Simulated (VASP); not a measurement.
MnO:

```
Mn O
1.0
     0.00000    2.19385    2.19385
     2.19385    0.00000    2.19385
     2.19385    2.19385    0.00000
Mn O
1 1
Direct
  0.00000 0.00000 0.00000
  0.50000 0.50000 0.50000
```

Program: VASP 6.6.1. Alike in all runs: task single point; spin collinear, ferromagnetic start; cell as given; cutoff (eV) 520; smearing fermi-dirac 0.05 eV.

Q: Order these runs on this cell by their pressure, lowest first.
A. level PBEsol+D4; potentials or basis VASP PAW PBE potentials, release 64 (Mn_pv, O); k mesh 10 × 10 × 10
B. level LDA; potentials or basis VASP PAW LDA potentials, release 64 (Mn_pv, O); k mesh 10 × 10 × 10
C. level B3LYP; potentials or basis VASP PAW PBE potentials, release 64 (Mn_pv, O); k mesh 5 × 5 × 5; grid for exact exchange (PRECFOCK) Normal; share of exact exchange 0.2
D. level HSE06; potentials or basis VASP PAW PBE potentials, release 64 (Mn_pv, O); k mesh 6 × 6 × 6; grid for exact exchange (PRECFOCK) Normal; share of exact exchange 0.25; screening parameter 0.2079 1/Å

A: B (-15.4 GPa), A (-5.9 GPa), D (9.0 GPa), C (13.8 GPa).

Caveats: some runs use coarse meshes; a cell with one magnetic atom can't hold antiferromagnetic order, which such compounds often take; the PAW data sets were made with another functional, which shifts forces and pressure a little (at least some runs); the cell stands under tension (at least some runs); the cell stands under pressure (at least some runs).
